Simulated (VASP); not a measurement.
A run of VASP 6.6.1:

Contents of INCAR:

```
SYSTEM = Li3Os
  ALGO = Normal
  EDIFF = 1E-6
  ENCUT = 750
  GGA_COMPAT = .FALSE.
  ISIF = 2
  ISMEAR = -1
  LASPH = .TRUE.
  LCHARG = .FALSE.
  LREAL = .FALSE.
  LWAVE = .FALSE.
  NBANDS = 27
  NELM = 120
  PREC = Accurate
  SIGMA = 0.1
```

The input KPOINTS:

```
k-points
0
G
  6 6 6
  0 0 0
```

Contents of POSCAR:

```
Li3Os
1.0
   -3.2317536073      2.4483528785      3.2317536073
    3.2317536073     -2.4483528785      3.2317536073
    3.2317536073      2.4483528785     -3.2317536073
Li Os
6 2
Direct
    0.0000000000      0.0000000000      0.0000000000
    0.0000000000      0.0000000000      0.5000000000
    0.0000000000      0.5000000000      0.5000000000
    0.5000000000      0.0000000000      0.0000000000
    0.5000000000      0.0000000000      0.5000000000
    0.5000000000      0.5000000000      0.0000000000
    0.0000000000      0.5000000000      0.0000000000
    0.5000000000      0.5000000000      0.5000000000
```

Potentials or basis: VASP PAW LDA potentials, release 64 (Li_sv, Os).

Launch:

```sh
$ cat potpaw_LDA.64/Li_sv/POTCAR potpaw_LDA.64/Os/POTCAR > POTCAR
$ mpirun -np 1 vasp_std > vasp.out
```

Hardware: 1 thread of AMD EPYC 9R45 96-Core Processor (Zen 5), on a shared host.

How long does it take, and how much memory?

It took 92 s on 1 thread of AMD EPYC 9R45 96-Core Processor (Zen 5), with other jobs on the host, peak memory 0.29 GiB. Counts: scf iterations 13, k points 30.
